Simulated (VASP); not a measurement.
# Zr (P6_3/mmc) in VASP: notebook

Zr is run at these levels: PBEsol; tasks: single point, relaxation of cell and atoms.

Program: VASP 6.6.1. These are calculated values, not measurements. Logs are shortened: lines on timing, memory, paths and dates and some standing lists are left out, and cuts for length are marked.

### Step 1. The cell of the first run

It takes space group P6_3/mmc (No. 194, hexagonal). Conventional cell: a = 3.183 Å, b = 3.183 Å, c = 5.118 Å, α = 90.00°, β = 90.00°, γ = 120.00°. Within 4.1 Å of Zr (site symmetry -6m2) lie 12 Zr at 3.15 to 3.18 Å.

### Step 2. Single point, PBEsol

INCAR reads:

```
SYSTEM = Zr
  PREC = Accurate
  ENCUT = 520
  EDIFF = 1E-6
  ISMEAR = 0
  SIGMA = 0.1
  LREAL = .FALSE.
  LASPH = .TRUE.
  NELM = 80
  ALGO = Fast
  ISIF = 2
  LWAVE = .FALSE.
  LCHARG = .TRUE.
  GGA = PS
  LELF = .TRUE.
  LVHAR = .TRUE.
  NBANDS = 19
```

KPOINTS reads:

```
Automatic mesh
0
G
  15 15 8
  0 0 0
```

POSCAR reads:

```
Zr
1.0
    3.1834558673      0.0000000000      0.0000000000
   -1.5917279336      2.7569536530      0.0000000000
    0.0000000000      0.0000000000      5.1175750559
Zr
2
Direct
    0.3333333333      0.6666666667      0.2500000000
    0.6666666667      0.3333333333      0.7500000000
```

Potentials or basis: VASP PAW PBE potentials, release 64 (Zr_sv).

On the command line:

```bash
$ cat potpaw_PBE.64/Zr_sv/POTCAR > POTCAR
$ mpirun -np 1 vasp_std > vasp.out
```

OUTCAR:

```text
SYSTEM = Zr
   PREC = Accurate
   ENCUT = 520
   EDIFF = 1E-6
   ISMEAR = 0
   LREAL = .FALSE.
   LASPH = .TRUE.
   NELM = 80
   ISIF = 2
   GGA = PS

 ion  position               nearest neighbor table
   1  0.333  0.667  0.250-   2 3.15   2 3.15   2 3.15   2 3.15   2 3.15   2 3.15
   2  0.667  0.333  0.750-   1 3.15   1 3.15   1 3.15   1 3.15   1 3.15   1 3.15

  LATTYP: Found a hexagonal cell.
 ALAT       =     3.1834558673
 C/A-ratio  =     1.6075533223

  Lattice vectors:

 A1 = (   3.1834558673,   0.0000000000,   0.0000000000)
 A2 = (  -1.5917279336,   2.7569536530,   0.0000000000)
 A3 = (   0.0000000000,   0.0000000000,   5.1175750559)

Analysis of symmetry for initial positions (statically):
=====================================================================
 Subroutine PRICEL returns:
 Original cell was already a primitive cell.

 Routine SETGRP: Setting up the symmetry group for a
 hexagonal supercell.

 Subroutine GETGRP returns: Found 24 space group operations
 (whereof 12 operations were pure point group operations)
 out of a pool of 24 trial point group operations.

The static configuration has the point symmetry D_3d.
 The point group associated with its full space group is D_6h.

Analysis of symmetry for dynamics (positions and initial velocities):
=====================================================================
 Subroutine PRICEL returns:
 Original cell was already a primitive cell.

 Routine SETGRP: Setting up the symmetry group for a
 hexagonal supercell.

 Subroutine GETGRP returns: Found 24 space group operations
 (whereof 12 operations were pure point group operations)
 out of a pool of 24 trial point group operations.

The dynamic configuration has the point symmetry D_3d.
 The point group associated with its full space group is D_6h.

 Subroutine INISYM returns: Found 24 space group operations
 (whereof 12 operations are pure point group operations),
 and found     1 'primitive' translations

----------------------------------------------------------------------------------------

                                     Primitive cell

  volume of cell :      44.9151

  direct lattice vectors                    reciprocal lattice vectors
     3.183455867  0.000000000  0.000000000     0.314124034  0.181359596  0.000000000
    -1.591727934  2.756953653  0.000000000     0.000000000  0.362719191  0.000000000
     0.000000000  0.000000000  5.117575056     0.000000000  0.000000000  0.195405048

  length of vectors
     3.183455867  3.183455867  5.117575056     0.362719191  0.362719191  0.195405048

  position of ions in fractional coordinates (direct lattice)
     0.333333333  0.666666667  0.250000000
     0.666666667  0.333333333  0.750000000

  ion indices of the primitive-cell ions
   primitive index   ion index
                 1           1
                 2           2

----------------------------------------------------------------------------------------

 KPOINTS: Automatic mesh

Automatic generation of k-mesh.
 Grid dimensions read from file:
 generate k-points for:   15   15    8

 Generating k-lattice:

  Cartesian coordinates                     Fractional coordinates (reciprocal lattice)
     0.020941602  0.012090640  0.000000000     0.066666667  0.000000000  0.000000000
     0.000000000  0.024181279  0.000000000     0.000000000  0.066666667  0.000000000
     0.000000000  0.000000000  0.024425631     0.000000000  0.000000000  0.125000000

  Length of vectors
     0.024181279  0.024181279  0.024425631

  Shift w.r.t. Gamma in fractional coordinates (k-lattice)
     0.000000000  0.000000000  0.000000000

 Subroutine IBZKPT returns following result:
 ===========================================

 Found    135 irreducible k-points:

 Following reciprocal coordinates:
            Coordinates               Weight
  0.000000  0.000000  0.000000      1.000000
  0.066667  0.000000  0.000000      6.000000
  0.133333 -0.000000  0.000000      6.000000
  0.200000  0.000000  0.000000      6.000000
  0.266667 -0.000000  0.000000      6.000000
  0.333333  0.000000  0.000000      6.000000
[... 16 lines left out ...]
  0.333333  0.200000  0.000000     12.000000
  0.400000  0.200000  0.000000      6.000000
 [... further k-points ...]
   k-points           NKPTS =    135   k-points in BZ     NKDIM =    135   number of bands    NBANDS=     19
   number of dos      NEDOS =    301   number of ions     NIONS =      2
   total plane-waves  NPLWV =  23040
   dimension x,y,z NGX =    24 NGY =   24 NGZ =   40
   dimension x,y,z NGXF=    48 NGYF=   48 NGZF=   80
   ions per type =               2
   NGX,Y,Z   is equivalent  to a cutoff of  12.53, 12.53, 12.99 a.u.
   NGXF,Y,Z  is equivalent  to a cutoff of  25.07, 25.07, 25.99 a.u.
 SYSTEM =  Zr
   PREC   = accura    normal or accurate (medium, high low for compatibility)
   ISTART =      0    job   : 0-new  1-cont  2-samecut
   ICHARG =      2    charge: 1-file 2-atom 10-const
   ISPIN  =      1    spin polarized calculation?
   LNONCOLLINEAR =      F non collinear calculations
   LSORBIT =      F    spin-orbit coupling
   LASPH  =      T    aspherical Exc in radial PAW
   ENCUT  =  520.0 eV  38.22 Ry    6.18 a.u.   5.92  5.92  9.52*2*pi/ulx,y,z
   NELM   =     80;   NELMIN=  2; NELMDL= -5     # of ELM steps
   EDIFF  = 0.1E-05   stopping-criterion for ELM
   LREAL  =      F    real-space projection
   EDIFFG = 0.1E-04   stopping-criterion for IOM
   NSW    =      0    number of steps for IOM
   IBRION =     -1    ionic relax: 0-MD 1-quasi-New 2-CG
   NFREE  =      0    steps in history (QN), initial steepest desc. (CG)
   ISIF   =      2    stress and relaxation
   ISYM   =      2    0-nonsym 1-usesym 2-fastsym
   POTIM  = 0.5000    time-step for ionic-motion
   TEBEG  =    0.0;   TEEND  =   0.0 temperature during run
   PSTRESS=    0.0 pullay stress
   NELECT =      24.0000    total number of electrons
   NUPDOWN=      -1.0000    fix difference up-down
   EMIN   =  10.00;   EMAX   =-10.00  energy-range for DOS
   EFERMI =   0.00;   METHOD = LEGACY
   ISMEAR =     0;   SIGMA  =   0.10  broadening in eV -4-tet -1-fermi 0-gaus
   EFERMI_NEDOS =   21; number of points for ismear=-14 and -15
   IALGO  =     68    algorithm
   IMIX   =      4    mixing-type and parameters
     AMIX     =   0.40;   BMIX     =  1.00
     AMIX_MAG =   1.60;   BMIX_MAG =  1.00
  volume/ion in A,a.u.               =      22.46       151.55
  Fermi-wavevector in a.u.,A,eV,Ry     =   1.328458  2.510421 24.011561  1.764800
  Thomas-Fermi vector in A             =   2.457694
   LORBIT       =      0    0 simple, 1 ext, 2 COOP (PROOUT), +10 PAW based schemes
   GGA     = PS    functional components
   LHFCALC =     F    Hartree Fock is set to
   AEXX    =    0.0000 exact exchange contribution
   IVDW    =     0    specifies the selected vdW correction
   LEPSILON=     F    determine dielectric tensor
   LRPA    =     F    only Hartree local field effects (RPA)
 non-spin polarized calculation
 RMM-DIIS sequential band-by-band and
 Gauss-broadening in eV      SIGMA  =   0.10
  energy-cutoff  :      520.00
  volume of cell :       44.92
 maximum number of plane-waves:      1230
 NGX is ok and might be reduce to    24
   NGX = 11   NGY = 11   NGZ = 19

 number of electron      24.0000000 magnetization

 Free energy of the ion-electron system (eV)
  ---------------------------------------------------
  ext. energy  EPLUGINS =         0.00000000
  ---------------------------------------------------
  free energy    TOTEN  =       -18.16744793 eV

  energy without entropy =      -18.15722422  energy(sigma->0) =      -18.16233607

 E-fermi :   9.2879     XC(G=0): -11.3679

 val. band max:        9.2752403247   @ k =   0.1333  -0.0000   0.3750
 cond. band min:       9.2883827069   @ k =   0.3333   0.3333   0.5000
 fundamental gap:      0.0131423822
 Fermi energy:         9.2878622111

 k-point     1 :       0.0000    0.0000    0.0000
  band No.  band energies     occupation
      1     -39.3941      2.00000
      2     -39.2190      2.00000
      3     -18.0057      2.00000
      4     -17.0220      2.00000
      5     -17.0220      2.00000
      6     -16.8850      2.00000
[... 11 lines left out ...]
     18      11.5355      0.00000
     19      13.8997      0.00000

 k-point     2 :       0.0667    0.0000    0.0000
  band No.  band energies     occupation
      1     -39.3880      2.00000
      2     -39.2163      2.00000
      3     -17.9903      2.00000
      4     -17.0575      2.00000
      5     -17.0335      2.00000
      6     -16.9070      2.00000
[... 11 lines left out ...]
     18      11.4174      0.00000
     19      13.9879      0.00000

 k-point     3 :       0.1333   -0.0000    0.0000
  band No.  band energies     occupation
      1     -39.3707      2.00000
      2     -39.2088      2.00000
      3     -17.9454      2.00000
      4     -17.1579      2.00000
      5     -17.0651      2.00000
      6     -17.0092      2.00000
[... 11 lines left out ...]
     18      11.3126      0.00000
     19      14.1872      0.00000

 k-point     4 :       0.2000    0.0000    0.0000
  band No.  band energies     occupation
      1     -39.3445      2.00000
      2     -39.1984      2.00000
      3     -17.8751      2.00000
      4     -17.3054      2.00000
      5     -17.1547      2.00000
      6     -17.1098      2.00000
[... 407 lines left out ...]
     18      14.3199      0.00000
     19      15.0793      0.00000

 k-point    23 :       0.3333    0.2000    0.0000
  band No.  band energies     occupation
      1     -39.2234      2.00000
      2     -39.1763      2.00000
      3     -17.7230      2.00000
      4     -17.5689      2.00000
      5     -17.4824      2.00000
      6     -17.3781      2.00000
[... 11 lines left out ...]
     18      14.2926      0.00000
     19      15.8120      0.00000

 k-point    24 :       0.4000    0.2000    0.0000
  band No.  band energies     occupation
      1     -39.2140      2.00000
      2     -39.1785      2.00000
      3     -17.7475      2.00000
      4     -17.5640      2.00000
      5     -17.4411      2.00000
      6     -17.4124      2.00000
[... 11 lines left out ...]
     18      14.2824      0.00000
     19      16.0535      0.00000

 [... further k-points ...]

------------------------ aborting loop because EDIFF is reached ----------------------------------------

  FORCE on cell =-STRESS in cart. coord.  units (eV):
  Direction    XX          YY          ZZ          XY          YZ          ZX
  --------------------------------------------------------------------------------------
  -------------------------------------------------------------------------------------
  Total        0.0167229      0.0167229      0.0186511      0.0000000      0.0000000      0.0000000
  in kB        0.5965263      0.5965263      0.6653077      0.0000000      0.0000000      0.0000000
  external PRESSURE =       0.6194534 kB  Pullay stress =       0.0000000 kB

 VOLUME and BASIS-vectors are now :
 -----------------------------------------------------------------------------
  energy-cutoff  :      520.00
  volume of cell :       44.92
      direct lattice vectors                 reciprocal lattice vectors
     3.183455867  0.000000000  0.000000000     0.314124034  0.181359596  0.000000000
    -1.591727934  2.756953653  0.000000000     0.000000000  0.362719191  0.000000000
     0.000000000  0.000000000  5.117575056     0.000000000  0.000000000  0.195405048

 POSITION                                       TOTAL-FORCE (eV/Angst)
 -----------------------------------------------------------------------------------
     -0.00000      1.83797      1.27939        -0.000000     -0.000000      0.000000
      1.59173      0.91898      3.83818         0.000000      0.000000      0.000000
 -----------------------------------------------------------------------------------
    total drift:                               -0.000000      0.000000     -0.000000

  FREE ENERGIE OF THE ION-ELECTRON SYSTEM (eV)
  ---------------------------------------------------
  free  energy   TOTEN  =       -18.1674479296 eV

  energy  without entropy=      -18.1572242160  energy(sigma->0) =      -18.16233607
```

It took 53 s on 1 thread of Intel Xeon 6975P-C (Granite Rapids), shared host; peak memory 0.22 GiB.

What came out:

| Property | Result |
| --- | --- |
| Free energy | -18.1674 eV |
| Pressure | 0.1 GPa |
| Band gap on the k mesh | zero (bands 12 and 13 overlap by 1.31 eV) |

Caveat: the PAW data sets were made with another functional, which shifts forces and pressure a little.

(Continued in part 2 of 2.)
